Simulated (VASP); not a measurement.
# Mg (Im-3m) in VASP: further runs

Runs on Mg. Level: PBEsol. Tasks: single point, relaxation of cell and atoms.

Program: VASP 6.6.1. These are calculated values, not measurements. Logs are shortened: lines on timing, memory, paths and dates and some standing lists are left out, and cuts for length are marked.

**1. The cell of the first run**

Symmetry: Im-3m, No. 229, cubic system. The conventional cell has a = 2.964 Å, b = 2.964 Å, c = 2.964 Å, α = 90.00°, β = 90.00°, γ = 90.00°. Within 3.4 Å of Mg (site symmetry m-3m) lie 14 Mg at 2.57 to 2.96 Å.

**2. Single point, PBEsol**

Input file INCAR:

```
SYSTEM = Mg
PREC = Accurate ; ENCUT = 520
EDIFF = 1E-6 ; ISMEAR = 0
SIGMA = 0.1 ; LREAL = .False.
LASPH = .True. ; NELM = 60
ALGO = Normal ; ISIF = 2
LWAVE = .False. ; LCHARG = .False.
GGA = PS ; NBANDS = 7
```

Input file KPOINTS:

```
Automatic mesh
0
Gamma
  10 10 10
  0 0 0
```

Input file POSCAR:

```
Mg
1.0
   -1.4817794663      1.4817794663      1.4817794663
    1.4817794663     -1.4817794663      1.4817794663
    1.4817794663      1.4817794663     -1.4817794663
Mg
1
Direct
    0.0000000000      0.0000000000      0.0000000000
```

Potentials or basis: VASP PAW PBE potentials, release 64 (Mg).

Command:

```
$ cat potpaw_PBE.64/Mg/POTCAR > POTCAR
$ mpirun -np 1 vasp_std > vasp.out
```

OUTCAR:

```text
SYSTEM = Mg
   PREC = Accurate
   ENCUT = 520
   EDIFF = 1E-6
   ISMEAR = 0
   LREAL = .False.
   LASPH = .True.
   NELM = 60
   ISIF = 2
   GGA = PS

 ion  position               nearest neighbor table
   1  0.000  0.000  0.000-

  LATTYP: Found a body centered cubic cell.
 ALAT       =     2.9635589326

  Lattice vectors:

 A1 = (  -1.4817794663,   1.4817794663,   1.4817794663)
 A2 = (   1.4817794663,  -1.4817794663,   1.4817794663)
 A3 = (   1.4817794663,   1.4817794663,  -1.4817794663)

Analysis of symmetry for initial positions (statically):
=====================================================================
 Subroutine PRICEL returns:
 Original cell was already a primitive cell.

 Routine SETGRP: Setting up the symmetry group for a
 body centered cubic supercell.

 Subroutine GETGRP returns: Found 48 space group operations
 (whereof 48 operations were pure point group operations)
 out of a pool of 48 trial point group operations.

The static configuration has the point symmetry O_h .

Analysis of symmetry for dynamics (positions and initial velocities):
=====================================================================
 Subroutine PRICEL returns:
 Original cell was already a primitive cell.

 Routine SETGRP: Setting up the symmetry group for a
 body centered cubic supercell.

 Subroutine GETGRP returns: Found 48 space group operations
 (whereof 48 operations were pure point group operations)
 out of a pool of 48 trial point group operations.

The dynamic configuration has the point symmetry O_h .

 Subroutine INISYM returns: Found 48 space group operations
 (whereof 48 operations are pure point group operations),
 and found     1 'primitive' translations

----------------------------------------------------------------------------------------

                                     Primitive cell

  volume of cell :      13.0140

  direct lattice vectors                    reciprocal lattice vectors
    -1.481779466  1.481779466  1.481779466     0.000000000  0.337432129  0.337432129
     1.481779466 -1.481779466  1.481779466     0.337432129  0.000000000  0.337432129
     1.481779466  1.481779466 -1.481779466     0.337432129  0.337432129  0.000000000

  length of vectors
     2.566517321  2.566517321  2.566517321     0.477201093  0.477201093  0.477201093

  position of ions in fractional coordinates (direct lattice)
     0.000000000  0.000000000  0.000000000

  ion indices of the primitive-cell ions
   primitive index   ion index
                 1           1

----------------------------------------------------------------------------------------

 KPOINTS: Automatic mesh

Automatic generation of k-mesh.
 Grid dimensions read from file:
 generate k-points for:   10   10   10

 Generating k-lattice:

  Cartesian coordinates                     Fractional coordinates (reciprocal lattice)
     0.000000000  0.033743213  0.033743213     0.100000000  0.000000000  0.000000000
     0.033743213  0.000000000  0.033743213     0.000000000  0.100000000  0.000000000
     0.033743213  0.033743213  0.000000000     0.000000000  0.000000000  0.100000000

  Length of vectors
     0.047720109  0.047720109  0.047720109

  Shift w.r.t. Gamma in fractional coordinates (k-lattice)
     0.000000000  0.000000000  0.000000000

 Subroutine IBZKPT returns following result:
 ===========================================

 Found     47 irreducible k-points:

 Following reciprocal coordinates:
            Coordinates               Weight
  0.000000  0.000000  0.000000      1.000000
  0.100000  0.000000  0.000000     12.000000
  0.200000  0.000000  0.000000     12.000000
  0.300000  0.000000  0.000000     12.000000
  0.400000  0.000000  0.000000     12.000000
  0.500000  0.000000  0.000000      6.000000
[... 16 lines left out ...]
  0.300000  0.300000  0.100000      8.000000
 -0.300000  0.300000  0.100000     24.000000
 [... further k-points ...]
   k-points           NKPTS =     47   k-points in BZ     NKDIM =     47   number of bands    NBANDS=      7
   number of dos      NEDOS =    301   number of ions     NIONS =      1
   total plane-waves  NPLWV =   8000
   dimension x,y,z NGX =    20 NGY =   20 NGZ =   20
   dimension x,y,z NGXF=    40 NGYF=   40 NGZF=   40
   ions per type =               1
   NGX,Y,Z   is equivalent  to a cutoff of  12.95, 12.95, 12.95 a.u.
   NGXF,Y,Z  is equivalent  to a cutoff of  25.91, 25.91, 25.91 a.u.
 SYSTEM =  Mg
   PREC   = accura    normal or accurate (medium, high low for compatibility)
   ISTART =      0    job   : 0-new  1-cont  2-samecut
   ICHARG =      2    charge: 1-file 2-atom 10-const
   ISPIN  =      1    spin polarized calculation?
   LNONCOLLINEAR =      F non collinear calculations
   LSORBIT =      F    spin-orbit coupling
   LASPH  =      T    aspherical Exc in radial PAW
   ENCUT  =  520.0 eV  38.22 Ry    6.18 a.u.   4.77  4.77  4.77*2*pi/ulx,y,z
   NELM   =     60;   NELMIN=  2; NELMDL= -5     # of ELM steps
   EDIFF  = 0.1E-05   stopping-criterion for ELM
   LREAL  =      F    real-space projection
   EDIFFG = 0.1E-04   stopping-criterion for IOM
   NSW    =      0    number of steps for IOM
   IBRION =     -1    ionic relax: 0-MD 1-quasi-New 2-CG
   NFREE  =      0    steps in history (QN), initial steepest desc. (CG)
   ISIF   =      2    stress and relaxation
   ISYM   =      2    0-nonsym 1-usesym 2-fastsym
   POTIM  = 0.5000    time-step for ionic-motion
   TEBEG  =    0.0;   TEEND  =   0.0 temperature during run
   PSTRESS=    0.0 pullay stress
   NELECT =       2.0000    total number of electrons
   NUPDOWN=      -1.0000    fix difference up-down
   EMIN   =  10.00;   EMAX   =-10.00  energy-range for DOS
   EFERMI =   0.00;   METHOD = LEGACY
   ISMEAR =     0;   SIGMA  =   0.10  broadening in eV -4-tet -1-fermi 0-gaus
   EFERMI_NEDOS =   21; number of points for ismear=-14 and -15
   IALGO  =     38    algorithm
   IMIX   =      4    mixing-type and parameters
     AMIX     =   0.40;   BMIX     =  1.00
     AMIX_MAG =   1.60;   BMIX_MAG =  1.00
  volume/ion in A,a.u.               =      13.01        87.82
  Fermi-wavevector in a.u.,A,eV,Ry     =   0.876896  1.657093 10.462146  0.768946
  Thomas-Fermi vector in A             =   1.996769
   LORBIT       =      0    0 simple, 1 ext, 2 COOP (PROOUT), +10 PAW based schemes
   GGA     = PS    functional components
   LHFCALC =     F    Hartree Fock is set to
   AEXX    =    0.0000 exact exchange contribution
   IVDW    =     0    specifies the selected vdW correction
   LEPSILON=     F    determine dielectric tensor
   LRPA    =     F    only Hartree local field effects (RPA)
 non-spin polarized calculation
 Gauss-broadening in eV      SIGMA  =   0.10
  energy-cutoff  :      520.00
  volume of cell :       13.01
 maximum number of plane-waves:       370
   NGX =  9   NGY =  9   NGZ =  9

 number of electron       2.0000000 magnetization

 Free energy of the ion-electron system (eV)
  ---------------------------------------------------
  ext. energy  EPLUGINS =         0.00000000
  ---------------------------------------------------
  free energy    TOTEN  =        -0.58264865 eV

  energy without entropy =       -0.58008248  energy(sigma->0) =       -0.58136556

 E-fermi :   6.6091     XC(G=0): -10.5341

 val. band max:        6.3449601413   @ k =   0.3000   0.2000   0.2000
 cond. band min:       6.6114516802   @ k =  -0.4000   0.4000   0.4000
 fundamental gap:      0.2664915390
 Fermi energy:         6.6090552798

 k-point     1 :       0.0000    0.0000    0.0000
  band No.  band energies     occupation
      1      -3.3676      2.00000
      2      23.7229      0.00000
      3      23.7229      0.00000
      4      23.7229      0.00000
      5      26.4800      0.00000
      6      26.4800      0.00000
      7      28.2454      0.00000

 k-point     2 :       0.1000    0.0000    0.0000
  band No.  band energies     occupation
      1      -3.0220      2.00000
      2      20.8417      0.00000
      3      22.2160      0.00000
      4      23.3451      0.00000
      5      24.8977      0.00000
      6      25.2421      0.00000
      7      29.8360      0.00000

 k-point     3 :       0.2000    0.0000    0.0000
  band No.  band energies     occupation
      1      -1.9987      2.00000
      2      16.2172      0.00000
      3      20.1234      0.00000
      4      22.5953      0.00000
      5      23.1631      0.00000
      6      25.0875      0.00000
      7      30.5943      0.00000

 k-point     4 :       0.3000    0.0000    0.0000
  band No.  band energies     occupation
      1      -0.3365      2.00000
      2      11.9521      0.00000
      3      18.5148      0.00000
      4      21.9233      0.00000
      5      21.9246      0.00000
      6      24.5969      0.00000
      7      31.5676      0.00000

 k-point     5 :       0.4000    0.0000    0.0000
  band No.  band energies     occupation
      1       1.8963      2.00000
      2       8.1862      0.00000
      3      17.5298      0.00000
      4      21.1953      0.00000
      5      21.4947      0.00000
      6      23.9957      0.00000
      7      32.2717      0.00000
[... 161 lines left out ...]
 k-point    22 :      -0.2000    0.2000    0.1000
  band No.  band energies     occupation
      1      -1.6622      2.00000
      2      16.3736      0.00000
      3      18.7244      0.00000
      4      20.5300      0.00000
      5      24.3178      0.00000
      6      25.1380      0.00000
      7      29.2939      0.00000

 k-point    23 :       0.3000    0.3000    0.1000
  band No.  band energies     occupation
      1       6.6305      0.76190
      2       6.6305      0.76190
      3       9.2361      0.00000
      4      15.8274      0.00000
      5      30.7356      0.00000
      6      30.7356      0.00000
      7      33.5447      0.00000

 k-point    24 :      -0.3000    0.3000    0.1000
  band No.  band energies     occupation
      1      -0.0108      2.00000
      2      12.1870      0.00000
      3      17.3155      0.00000
      4      19.8277      0.00000
      5      23.6638      0.00000
      6      25.5191      0.00000
      7      28.1292      0.00000

 [... further k-points ...]

------------------------ aborting loop because EDIFF is reached ----------------------------------------

  FORCE on cell =-STRESS in cart. coord.  units (eV):
  Direction    XX          YY          ZZ          XY          YZ          ZX
  --------------------------------------------------------------------------------------
  -------------------------------------------------------------------------------------
  Total        4.8007301      4.8007301      4.8007301      0.0000000      0.0000000     -0.0000000
  in kB      591.0267825    591.0267825    591.0267825      0.0000000      0.0000000     -0.0000000
  external PRESSURE =     591.0267825 kB  Pullay stress =       0.0000000 kB

 VOLUME and BASIS-vectors are now :
 -----------------------------------------------------------------------------
  energy-cutoff  :      520.00
  volume of cell :       13.01
      direct lattice vectors                 reciprocal lattice vectors
    -1.481779466  1.481779466  1.481779466     0.000000000  0.337432129  0.337432129
     1.481779466 -1.481779466  1.481779466     0.337432129  0.000000000  0.337432129
     1.481779466  1.481779466 -1.481779466     0.337432129  0.337432129  0.000000000

 POSITION                                       TOTAL-FORCE (eV/Angst)
 -----------------------------------------------------------------------------------
      0.00000      0.00000      0.00000         0.000000      0.000000      0.000000
 -----------------------------------------------------------------------------------
    total drift:                                0.000000      0.000000     -0.000000

  FREE ENERGIE OF THE ION-ELECTRON SYSTEM (eV)
  ---------------------------------------------------
  free  energy   TOTEN  =        -0.5826486465 eV

  energy  without entropy=       -0.5800824828  energy(sigma->0) =       -0.58136556
```

Run time: 3.7 s. Hardware: 1 thread of Intel Xeon Platinum 8259CL at 2.50GHz (Skylake/Cascade Lake), shared host; peak memory 0.12 GiB.

What came out:

```
Free energy            : -0.5826 eV
Pressure               : 59.1 GPa
Band gap on the k mesh : zero (band 1 reaches 10.32 eV, above the bottom of band 2 at 5.48 eV)
```

Levels at points of the mesh, in eV from the Fermi level:
```csv
k point,band 1,band 2,band 3,band 4,band 5,band 6
"(0.00, 0.00, 0.00)",-9.98,17.11,17.11,17.11,19.87,19.87
"(0.50, 0.00, 0.00)",-2.51,-1.13,10.59,14.35,14.74,17.13
"(0.50, 0.50, 0.50)",3.71,3.71,5.90,5.90,5.90,15.27
```

Caveat: the PAW data sets were made with another functional, which shifts forces and pressure a little.

**3. Relaxation of cell and atoms, PBEsol, target pressure 58 GPa, at which the enthalpy is minimised**

This run uses another cell than the first one, of 12.88 Å³/atom, 0.989 times its volume.

Input file INCAR:

```
ALGO = Fast ; EDIFF = 1E-7
EDIFFG = -0.05 ; ENCUT = 600
GGA = PS ; IBRION = 2
ISIF = 3 ; ISMEAR = 0
LASPH = T ; LCHARG = F
LREAL = F ; LWAVE = F
NELM = 60 ; NSW = 80
PREC = Accurate ; PSTRESS = 580.0
SIGMA = 0.1
```

Input file KPOINTS:

```
k-points
0
Gamma
  10 10 10
```

Input file POSCAR:

```
Mg
1.0
   -1.4765000000      1.4765000000      1.4765000000
    1.4765000000     -1.4765000000      1.4765000000
    1.4765000000      1.4765000000     -1.4765000000
Mg
1
Direct
    0.0000000000      0.0000000000      0.0000000000
```

Potentials or basis: VASP PAW PBE potentials, release 64 (Mg).

Command:

```
$ cat potpaw_PBE.64/Mg/POTCAR > POTCAR
$ mpirun -np 1 vasp_std > vasp.out
```

It took 7.6 s on 1 thread of Intel Xeon Platinum 8259CL at 2.50GHz (Skylake/Cascade Lake), shared host; peak memory 0.13 GiB.

The run converged. Its results:

```
Free energy                                            : -0.6072 eV
Relaxed volume                                         : 13.08 Å³/atom
Relaxed cell                                           : a = 2.571 Å, b = 2.571 Å, c = 2.571 Å, α = 109.47°, β = 109.47°, γ = 109.47°
Space group after relaxing (to 0.05 Å)                 : Im-3m (No. 229)
Energy change on relaxing (the enthalpy is what falls) : -76.3 meV/atom
Ionic steps                                            : 3
Pressure after relaxing                                : 58.0 GPa
Band gap on the k mesh                                 : zero (band 1 reaches 10.28 eV, above the bottom of band 2 at 5.44 eV)
```

The path:
```csv
step,energy change (eV),largest force (eV/Å),pressure (GPa),volume (Å³)
1,0.0000,0.0000,61.52,12.88
2,-0.1903,0.0000,52.70,13.41
3,-0.0763,0.0000,57.98,13.08
```

Final structure:
```cif
data_structure
_symmetry_space_group_name_H-M 'P 1'
_symmetry_Int_Tables_number 1
_cell_length_a 2.5709
_cell_length_b 2.5709
_cell_length_c 2.5709
_cell_angle_alpha 109.471
_cell_angle_beta 109.471
_cell_angle_gamma 109.471
_cell_volume 13.08
loop_
_atom_site_label
_atom_site_type_symbol
_atom_site_fract_x
_atom_site_fract_y
_atom_site_fract_z
_atom_site_occupancy
Mg1 Mg 0.00000 0.00000 0.00000 1
```

Levels at points of the mesh, in eV from the Fermi level:
```csv
k point,band 1,band 2,band 3,band 4
"(0.00, 0.00, 0.00)",-9.95,17.07,17.07,17.07
"(0.50, 0.00, 0.00)",-2.51,-1.13,10.57,14.30
"(0.50, 0.50, 0.50)",3.71,3.71,5.87,5.87
```

Caveat: the cell is relaxed towards a set pressure, so the enthalpy falls and the energy may rise; the PAW data sets were made with another functional, which shifts forces and pressure a little. Zero-point motion and thermal expansion aren't in these numbers.

**4. Single point, PBEsol**

Input file INCAR:

```
ALGO = Normal
EDIFF = 1E-6
ENCUT = 520
GGA = PS
ISIF = 2
ISMEAR = -1
LASPH = True
LCHARG = False
LREAL = False
LWAVE = False
NBANDS = 7
NELM = 80
PREC = Accurate
SIGMA = 0.1
```

Input file KPOINTS:

```
k-points
0
Gamma
  20 20 20
```

Input file POSCAR:

```
Mg
1.0
   -1.4812587424      1.4812587424      1.4812587424
    1.4812587424     -1.4812587424      1.4812587424
    1.4812587424      1.4812587424     -1.4812587424
Mg
1
Direct
    0.0000000000      0.0000000000      0.0000000000
```

Command:

```
$ cat potpaw_PBE.64/Mg/POTCAR > POTCAR
$ mpirun -np 1 vasp_std > vasp.out
```

Run time: 12 s. Hardware: 1 thread of Intel Xeon Platinum 8259CL at 2.50GHz (Skylake/Cascade Lake), shared host; peak memory 0.14 GiB.

The run converged. Its results:

```
Free energy            : -0.5879 eV
Pressure               : 59.3 GPa
Band gap on the k mesh : zero (band 1 reaches 10.33 eV, above the bottom of band 2 at 5.49 eV)
```

Levels at points of the mesh, in eV from the Fermi level:
| k point | band 1 | band 2 | band 3 | band 4 | band 5 |
| --- | --- | --- | --- | --- | --- |
| (0.00, 0.00, 0.00) | -9.81 | 17.30 | 17.30 | 17.30 | 20.05 |
| (0.50, 0.00, 0.00) | -2.34 | -0.95 | 10.77 | 14.53 | 14.93 |
| (0.50, 0.50, 0.50) | 3.88 | 3.88 | 6.08 | 6.08 | 6.08 |

Caveat: the PAW data sets were made with another functional, which shifts forces and pressure a little.

[end of part 1 of 2]
